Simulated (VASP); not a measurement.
# SbS (Cmcm) in VASP: a series of runs

Runs on SbS. Level: PBE. Tasks: single point.

Program: VASP 6.6.1. These are calculated values, not measurements. Logs are shortened: lines on timing, memory, paths and dates and some standing lists are left out, and cuts for length are marked.

### 1 The cell of the first run

The structure is orthorhombic, space group Cmcm (No. 63). The conventional cell has a = 4.400 Å, b = 11.987 Å, c = 3.602 Å, α = 90.00°, β = 90.00°, γ = 90.00°. Within 3.6 Å of Sb (site symmetry m2m) lie 5 S at 2.71 to 2.85 Å and 2 Sb at 3.53 Å. S (site symmetry m2m) has 5 Sb at 2.71 to 2.85 Å within 3.6 Å.

### 2 Single point, PBE

Contents of INCAR:

```
SYSTEM = SbS
PREC     = Accurate       ! precision mode
ENCUT    = 520            ! plane-wave cutoff, eV
EDIFF    = 1E-6           ! SCF threshold, eV
ISMEAR   = 0              ! smearing method
SIGMA    = 0.1            ! smearing width, eV
LREAL    = .FALSE.        ! projectors in reciprocal space
LASPH    = .TRUE.         ! aspherical terms in the spheres
NELM     = 60             ! most SCF steps
ALGO     = Normal         ! electronic algorithm
ISIF     = 2              ! what is computed and relaxed
LWAVE    = .FALSE.        ! write WAVECAR
LCHARG   = .FALSE.        ! write CHGCAR
GGA      = PE             ! functional
NBANDS   = 19             ! bands
```

Contents of KPOINTS:

```
regular mesh
0
G
  12 12 12
  0 0 0
```

Contents of POSCAR:

```
SbS
1.0
    2.2000421078     -5.9935722008      0.0000000000
    2.2000421078      5.9935722008      0.0000000000
    0.0000000000      0.0000000000      3.6020597248
Sb S
2 2
Direct
    0.3735714390      0.6264285610      0.7500000000
    0.6264285610      0.3735714390      0.2500000000
    0.1472382050      0.8527617950      0.7500000000
    0.8527617950      0.1472382050      0.2500000000
```

Potentials or basis: VASP PAW PBE potentials, release 64 (Sb, S).

Run with:

```console
> cat potpaw_PBE.64/Sb/POTCAR potpaw_PBE.64/S/POTCAR > POTCAR
> mpirun -np 1 vasp_std > vasp.out
```

OUTCAR:

```text
SYSTEM = SbS
   PREC = Accurate
   ENCUT = 520
   EDIFF = 1E-6
   ISMEAR = 0
   LREAL = .FALSE.
   LASPH = .TRUE.
   NELM = 60
   ISIF = 2
   GGA = PE

 ion  position               nearest neighbor table
   1  0.374  0.626  0.750-   3 2.71   4 2.85   4 2.85   4 2.85   4 2.85   2 3.53   2 3.53
   2  0.626  0.374  0.250-   4 2.71   3 2.85   3 2.85   3 2.85   3 2.85   1 3.53   1 3.53
   3  0.147  0.853  0.750-   1 2.71   2 2.85   2 2.85   2 2.85   2 2.85
   4  0.853  0.147  0.250-   2 2.71   1 2.85   1 2.85   1 2.85   1 2.85

  LATTYP: Found a base centered orthorhombic cell.
 ALAT       =     4.4000842156
 B/A-ratio  =     2.7242988575
 C/A-ratio  =     0.8186342689

  Lattice vectors:

 A1 = (   2.2000421078,  -5.9935722008,   0.0000000000)
 A2 = (   2.2000421078,   5.9935722008,   0.0000000000)
 A3 = (   0.0000000000,   0.0000000000,   3.6020597248)

Analysis of symmetry for initial positions (statically):
=====================================================================
 Subroutine PRICEL returns:
 Original cell was already a primitive cell.

 Routine SETGRP: Setting up the symmetry group for a
 base centered orthorhombic supercell.

 Subroutine GETGRP returns: Found  8 space group operations
 (whereof  4 operations were pure point group operations)
 out of a pool of  8 trial point group operations.

The static configuration has the point symmetry C_2h.
 The point group associated with its full space group is D_2h.

Analysis of symmetry for dynamics (positions and initial velocities):
=====================================================================
 Subroutine PRICEL returns:
 Original cell was already a primitive cell.

 Routine SETGRP: Setting up the symmetry group for a
 base centered orthorhombic supercell.

 Subroutine GETGRP returns: Found  8 space group operations
 (whereof  4 operations were pure point group operations)
 out of a pool of  8 trial point group operations.

The dynamic configuration has the point symmetry C_2h.
 The point group associated with its full space group is D_2h.

 Subroutine INISYM returns: Found  8 space group operations
 (whereof  4 operations are pure point group operations),
 and found     1 'primitive' translations

----------------------------------------------------------------------------------------

                                     Primitive cell

  volume of cell :      94.9943

  direct lattice vectors                    reciprocal lattice vectors
     2.200042108 -5.993572201  0.000000000     0.227268377 -0.083422704  0.000000000
     2.200042108  5.993572201  0.000000000     0.227268377  0.083422704  0.000000000
     0.000000000  0.000000000  3.602059725     0.000000000  0.000000000  0.277618939

  length of vectors
     6.384598108  6.384598108  3.602059725     0.242095566  0.242095566  0.277618939

  position of ions in fractional coordinates (direct lattice)
     0.373571439  0.626428561  0.750000000
     0.626428561  0.373571439  0.250000000
     0.147238205  0.852761795  0.750000000
     0.852761795  0.147238205  0.250000000

  ion indices of the primitive-cell ions
   primitive index   ion index
                 1           1
                 2           2
                 3           3
                 4           4

----------------------------------------------------------------------------------------

 KPOINTS: regular mesh

Automatic generation of k-mesh.
 Grid dimensions read from file:
 generate k-points for:   12   12   12

 Generating k-lattice:

  Cartesian coordinates                     Fractional coordinates (reciprocal lattice)
     0.018939031 -0.006951892  0.000000000     0.083333333  0.000000000  0.000000000
     0.018939031  0.006951892  0.000000000     0.000000000  0.083333333  0.000000000
     0.000000000  0.000000000  0.023134912     0.000000000  0.000000000  0.083333333

  Length of vectors
     0.020174630  0.020174630  0.023134912

  Shift w.r.t. Gamma in fractional coordinates (k-lattice)
     0.000000000  0.000000000  0.000000000

 Subroutine IBZKPT returns following result:
 ===========================================

 Found    301 irreducible k-points:

 Following reciprocal coordinates:
            Coordinates               Weight
  0.000000  0.000000  0.000000      1.000000
  0.083333 -0.000000  0.000000      4.000000
  0.166667 -0.000000  0.000000      4.000000
  0.250000 -0.000000  0.000000      4.000000
  0.333333 -0.000000  0.000000      4.000000
  0.416667 -0.000000  0.000000      4.000000
[... 16 lines left out ...]
  0.500000  0.166667  0.000000      4.000000
 -0.416667  0.166667  0.000000      4.000000
 [... further k-points ...]
   k-points           NKPTS =    301   k-points in BZ     NKDIM =    301   number of bands    NBANDS=     19
   number of dos      NEDOS =    301   number of ions     NIONS =      4
   total plane-waves  NPLWV =  64512
   dimension x,y,z NGX =    48 NGY =   48 NGZ =   28
   dimension x,y,z NGXF=    96 NGYF=   96 NGZF=   56
   ions per type =               2   2
   NGX,Y,Z   is equivalent  to a cutoff of  12.50, 12.50, 12.92 a.u.
   NGXF,Y,Z  is equivalent  to a cutoff of  25.00, 25.00, 25.85 a.u.
 SYSTEM =  SbS
   PREC   = accura    normal or accurate (medium, high low for compatibility)
   ISTART =      0    job   : 0-new  1-cont  2-samecut
   ICHARG =      2    charge: 1-file 2-atom 10-const
   ISPIN  =      1    spin polarized calculation?
   LNONCOLLINEAR =      F non collinear calculations
   LSORBIT =      F    spin-orbit coupling
   LASPH  =      T    aspherical Exc in radial PAW
   ENCUT  =  520.0 eV  38.22 Ry    6.18 a.u.  11.87 11.87  6.70*2*pi/ulx,y,z
   NELM   =     60;   NELMIN=  2; NELMDL= -5     # of ELM steps
   EDIFF  = 0.1E-05   stopping-criterion for ELM
   LREAL  =      F    real-space projection
[... 7 lines left out ...]
   TEBEG  =    0.0;   TEEND  =   0.0 temperature during run
   PSTRESS=    0.0 pullay stress
   NELECT =      22.0000    total number of electrons
   NUPDOWN=      -1.0000    fix difference up-down
   EMIN   =  10.00;   EMAX   =-10.00  energy-range for DOS
   EFERMI =   0.00;   METHOD = LEGACY
   ISMEAR =     0;   SIGMA  =   0.10  broadening in eV -4-tet -1-fermi 0-gaus
   EFERMI_NEDOS =   21; number of points for ismear=-14 and -15
   IALGO  =     38    algorithm
   IMIX   =      4    mixing-type and parameters
     AMIX     =   0.40;   BMIX     =  1.00
     AMIX_MAG =   1.60;   BMIX_MAG =  1.00
  volume/ion in A,a.u.               =      23.75       160.26
  Fermi-wavevector in a.u.,A,eV,Ry     =   1.005348  1.899833 13.751749  1.010725
  Thomas-Fermi vector in A             =   2.138022
   LORBIT       =      0    0 simple, 1 ext, 2 COOP (PROOUT), +10 PAW based schemes
   GGA     = PE    functional components
   LHFCALC =     F    Hartree Fock is set to
   AEXX    =    0.0000 exact exchange contribution
   IVDW    =     0    specifies the selected vdW correction
   LEPSILON=     F    determine dielectric tensor
   LRPA    =     F    only Hartree local field effects (RPA)
 non-spin polarized calculation
 Gauss-broadening in eV      SIGMA  =   0.10
  energy-cutoff  :      520.00
  volume of cell :       94.99
 maximum number of plane-waves:      2588
   NGX = 23   NGY = 23   NGZ = 13

 number of electron      21.9999998 magnetization

 Free energy of the ion-electron system (eV)
  ---------------------------------------------------
  ext. energy  EPLUGINS =         0.00000000
  ---------------------------------------------------
  free energy    TOTEN  =       -16.53134563 eV

  energy without entropy =      -16.51995563  energy(sigma->0) =      -16.52565063

 E-fermi :   7.2538     XC(G=0):  -9.9049

 val. band max:        7.2519392245   @ k =  -0.2500   0.1667   0.5000
 cond. band min:       7.2619632179   @ k =   0.2500   0.0833   0.0833
 fundamental gap:      0.0100239934
 Fermi energy:         7.2538195955

 k-point     1 :       0.0000    0.0000    0.0000
  band No.  band energies     occupation
      1      -7.8255      2.00000
      2      -6.1246      2.00000
      3      -1.4375      2.00000
      4      -0.8171      2.00000
      5       0.9482      2.00000
      6       1.7435      2.00000
[... 11 lines left out ...]
     18      12.1922      0.00000
     19      13.7220      0.00000

 k-point     2 :       0.0833   -0.0000    0.0000
  band No.  band energies     occupation
      1      -7.7808      2.00000
      2      -6.1147      2.00000
      3      -1.6770      2.00000
      4      -0.9810      2.00000
      5       0.9211      2.00000
      6       1.9943      2.00000
[... 11 lines left out ...]
     18      12.2906      0.00000
     19      13.5921      0.00000

 k-point     3 :       0.1667   -0.0000    0.0000
  band No.  band energies     occupation
      1      -7.6486      2.00000
      2      -6.0914      2.00000
      3      -2.2078      2.00000
      4      -1.4089      2.00000
      5       1.0114      2.00000
      6       2.5971      2.00000
[... 11 lines left out ...]
     18      12.5632      0.00000
     19      13.3034      0.00000

 k-point     4 :       0.2500   -0.0000    0.0000
  band No.  band energies     occupation
      1      -7.4357      2.00000
      2      -6.0763      2.00000
      3      -2.7892      2.00000
      4      -1.9236      2.00000
      5       1.2901      2.00000
      6       3.3153      2.00000
[... 11 lines left out ...]
     18      12.9292      0.00000
     19      13.3298      0.00000

 k-point     5 :       0.3333   -0.0000    0.0000
  band No.  band energies     occupation
      1      -7.1559      2.00000
      2      -6.1110      2.00000
      3      -3.2787      2.00000
      4      -2.3879      2.00000
      5       1.7190      2.00000
      6       3.8283      2.00000
[... 11 lines left out ...]
     18      13.2765      0.00000
     19      13.7514      0.00000
[... 334 lines left out ...]
      2      -6.4201      2.00000
      3      -3.7213      2.00000
      4      -2.7916      2.00000
      5       2.2798      2.00000
      6       3.7653      2.00000
[... 11 lines left out ...]
     18      13.9133      0.00000
     19      14.3559      0.00000

 k-point    22 :       0.4167    0.1667    0.0000
  band No.  band energies     occupation
      1      -6.7370      2.00000
      2      -6.3357      2.00000
      3      -3.8290      2.00000
      4      -2.4826      2.00000
      5       2.8455      2.00000
      6       3.1926      2.00000
[... 11 lines left out ...]
     18      13.7830      0.00000
     19      14.1977      0.00000

 k-point    23 :       0.5000    0.1667    0.0000
  band No.  band energies     occupation
      1      -7.0469      2.00000
      2      -6.2268      2.00000
      3      -3.6325      2.00000
      4      -2.0427      2.00000
      5       2.5767      2.00000
      6       3.3485      2.00000
[... 11 lines left out ...]
     18      13.2123      0.00000
     19      13.7240      0.00000

 k-point    24 :      -0.4167    0.1667    0.0000
  band No.  band energies     occupation
      1      -7.3280      2.00000
      2      -6.2184      2.00000
      3      -3.1892      2.00000
      4      -1.5162      2.00000
      5       2.0409      2.00000
      6       3.1524      2.00000
[... 11 lines left out ...]
     18      12.6724      0.00000
     19      13.3034      0.00000

 [... further k-points ...]
[... 5 lines left out ...]
  --------------------------------------------------------------------------------------
  -------------------------------------------------------------------------------------
  Total       -0.1419465     -0.1130213     -0.1409614      0.0000000      0.0000000      0.0000000
  in kB       -2.3940736     -1.9062215     -2.3774602      0.0000000      0.0000000      0.0000000
  external PRESSURE =      -2.2259184 kB  Pullay stress =       0.0000000 kB

 VOLUME and BASIS-vectors are now :
 -----------------------------------------------------------------------------
  energy-cutoff  :      520.00
  volume of cell :       94.99
      direct lattice vectors                 reciprocal lattice vectors
     2.200042108 -5.993572201  0.000000000     0.227268377 -0.083422704  0.000000000
     2.200042108  5.993572201  0.000000000     0.227268377  0.083422704  0.000000000
     0.000000000  0.000000000  3.602059725     0.000000000  0.000000000  0.277618939

 POSITION                                       TOTAL-FORCE (eV/Angst)
 -----------------------------------------------------------------------------------
      2.20004      1.51552      2.70154         0.000000      0.008987      0.000000
      2.20004     -1.51552      0.90051         0.000000     -0.008987      0.000000
      2.20004      4.22861      2.70154         0.000000     -0.004014     -0.000000
      2.20004     -4.22861      0.90051         0.000000      0.004014     -0.000000
 -----------------------------------------------------------------------------------
    total drift:                               -0.000000     -0.000000      0.000000

  FREE ENERGIE OF THE ION-ELECTRON SYSTEM (eV)
  ---------------------------------------------------
  free  energy   TOTEN  =       -16.5313456269 eV

  energy  without entropy=      -16.5199556312  energy(sigma->0) =      -16.52565063
```

Run time: 7.7 min. Hardware: 1 thread of Intel Xeon Platinum 8259CL at 2.50GHz (Skylake/Cascade Lake), shared host; peak memory 0.59 GiB.

Results:

```
Free energy            : -16.5313 eV
Pressure               : -0.2 GPa
Largest force          : 0.009 eV/Å
Band gap on the k mesh : zero (band 11 reaches 9.13 eV, above the bottom of band 12 at 5.55 eV)
```

Forces in eV/Å, atoms in the order of the input:
```
Sb   0.000  0.009  0.000
Sb   0.000 -0.009  0.000
S    0.000 -0.004  0.000
S    0.000  0.004  0.000
```

Caveat: spin-orbit coupling is left out, which moves the levels of the heavy elements.

(Continued in part 2 of 2.)
